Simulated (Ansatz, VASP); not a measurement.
**N in VASP and in Ansatz**

```
CELL_PARAMETERS angstrom
4.16723 0.00000 0.00000
-2.08362 3.60893 0.00000
0.00000 0.00000 7.00600
ATOMIC_POSITIONS crystal
N 0.66667 0.33333 0.67107
N 0.66667 0.33333 0.82893
N 0.33333 0.66667 0.17107
N 0.33333 0.66667 0.32893
```

Alike in both runs: task single point; functional PBE-based screened hybrid; k mesh 4 × 4 × 2; occupations fermi-dirac, width 0.05 eV; no spin polarisation.

|  | VASP | Ansatz |
| --- | --- | --- |
| version | VASP 6.6.1 | Ansatz 0.2.0 |
| potentials or method | VASP PAW PBE potentials, release 64 (N) | Ansatz PAW |
| plane-wave cutoff (eV) | 520 | 420 |
| valence electrons in the cell | 20 | 20 |

VASP gave:

* gap on the k mesh at the Fermi level (eV): 8.50
* least direct gap on the mesh (eV): 8.72
* pressure (GPa): 0.2
* traceless stress, the component that is largest in VASP (GPa): 0.24
* rms of the force components (eV/Å): 0.053

Estimate Ansatz's values.

gap on the k mesh at the Fermi level (eV): 8.56; least direct gap on the mesh (eV): 8.78; pressure (GPa): -1.7; traceless stress, the component that is largest in VASP (GPa): -3.84; rms of the force components (eV/Å): 1.015.

VASP's potentials were made for PBE, not for PBE-based screened hybrid. Atom by atom the forces differ by 1.068 eV/Å (rms over components). One of these differences is far larger than is usual between the two programs; its cause wasn't traced.

The k mesh is coarse, so the values compare programs but aren't converged. Noted on VASP's run: the standard files for N, O and F lose accuracy on very short bonds.
